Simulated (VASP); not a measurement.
The system is Au.

```xyz
1
Lattice="2.8352 0.0000 0.0000 -1.4176 2.4554 0.0000 0.0000 0.0000 2.6491" Properties=species:S:1:pos:R:3 pbc="T T T"
Au    0.0000    0.0000    0.0000
```

| Item | Value |
| --- | --- |
| Program | VASP 6.6.1 |
| Task | relaxation of cell and atoms |
| Functional | PBE |
| Potentials or basis | VASP PAW PBE potentials, release 64 (Au) |
| Cutoff | 600 eV |
| k mesh | 9 × 9 × 6 |
| Occupations | gaussian, width 0.1 eV |
| Spin | no spin polarisation |

At the start: pressure 7.4 GPa; volume 18.44 Å³/atom.

Question: Where does the relaxation end?

Answer: Over 7 steps the energy falls by 42.9 meV/atom and the volume is 19.33 Å³/atom (+4.8 %); space group P6/mmm (No. 191, to 0.05 Å).

The path:
| step | energy change (eV) | largest force (eV/Å) | pressure (GPa) | volume (Å³) |
| --- | --- | --- | --- | --- |
| 1 | 0.0000 | 0.0000 | 7.41 | 18.44 |
| 2 | -0.0041 | 0.0000 | -6.38 | 20.77 |
| 3 | -0.0420 | 0.0000 | -0.93 | 19.53 |
| 4 | -0.0420 | 0.0000 | -0.86 | 19.50 |
| 5 | -0.0420 | 0.0000 | -0.73 | 19.48 |
| 6 | -0.0427 | 0.0000 | 0.61 | 19.27 |
| 7 | -0.0429 | 0.0000 | 0.12 | 19.33 |

Final structure:
```
Au
1.0
     2.83836    0.00000    0.00000
    -1.41918    2.45809    0.00000
     0.00000    0.00000    2.77119
Au
1
Direct
  0.00000 0.00000 0.00000
```

Caveat: the k points lie up to 0.38 Å⁻¹ apart in the final cell.
